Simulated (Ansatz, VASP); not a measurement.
# Ti: VASP beside Ansatz

```xyz
1
Lattice="0.0000 2.0501 2.0501 2.0501 0.0000 2.0501 2.0501 2.0501 0.0000" Properties=species:S:1:pos:R:3 pbc="T T T"
Ti    0.0000    0.0000    0.0000
```

Change from the starting cell: volume scaled by 1.03.

Alike in both runs: task single point; functional PBE; k mesh 14 × 14 × 14; occupations fermi-dirac, width 0.05 eV; no spin polarisation.

|  | VASP | Ansatz |
| --- | --- | --- |
| version | VASP 6.6.1 | Ansatz 0.2.0 |
| potentials or method | VASP PAW PBE potentials, release 64 (Ti_sv), cutoff 520 eV | all-electron LAPW, scalar-relativistic |

Ansatz gave:

| Quantity | Value |
| --- | --- |
| pressure (GPa) | 1.0 |

Q: What did VASP give for the same quantities?

A: Pressure (GPa): 0.8.

Ansatz ran all-electron here, and VASP with PAW potentials.
